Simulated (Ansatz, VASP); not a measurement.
# P: VASP beside Ansatz

```
P
1.0
     0.00000    1.96001    1.96001
     1.96001    0.00000    1.96001
     1.96001    1.96001    0.00000
P
1
Cartesian
  0.0000 0.0000 0.0000
```

Alike in both runs: task single point; functional PBEsol; k mesh 16 × 16 × 16; occupations fermi-dirac, width 0.1 eV; no spin polarisation.

|  | VASP | Ansatz |
| --- | --- | --- |
| version | VASP 6.6.1 | Ansatz 0.2.0 |
| potentials or method | VASP PAW PBE potentials, release 64 (P), cutoff 520 eV | plane waves (420 eV) with PAW, scalar-relativistic |
| valence electrons in the cell | 5 | 5 |

VASP gave:

| Property | Result |
| --- | --- |
| pressure (GPa) | -6.4 |

Q: Estimate Ansatz's values.

A: Pressure (GPa): -6.5.

VASP's potentials were made for PBE, not for PBEsol, and Ansatz warns of the same on its side. The functional is the same, so the differences come from potentials, cutoffs and numerics.
